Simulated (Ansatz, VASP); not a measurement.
**One calculation of BN, two programs**

```
B N
1.0
     0.00000    1.78943    1.80750
     1.78943    0.00000    1.80750
     1.78943    1.78943    0.00000
B N
1 1
Direct
  0.00000 0.00000 0.00000
  0.25000 0.25000 0.25000
```

Alike in both runs: task single point; functional r2SCAN; k mesh 10 × 10 × 10; occupations gaussian, width 0.05 eV; no spin polarisation.

|  | VASP | Ansatz |
| --- | --- | --- |
| version | VASP 6.6.1 | Ansatz 0.2.0 |
| potentials or method | VASP PAW PBE potentials, release 64 (B, N), cutoff 520 eV | plane waves, PAW |
| valence electrons in the cell | 8 | 8 |

VASP gave:

```
pressure (GPa)                                                : 7.5
traceless stress, the component that is largest in VASP (GPa) : -4.46
```

Task: Estimate Ansatz's values.

Result: Pressure (GPa): 6.3; traceless stress, the component that is largest in VASP (GPa): -4.47.

VASP's potentials were made for PBE, not for r2SCAN.
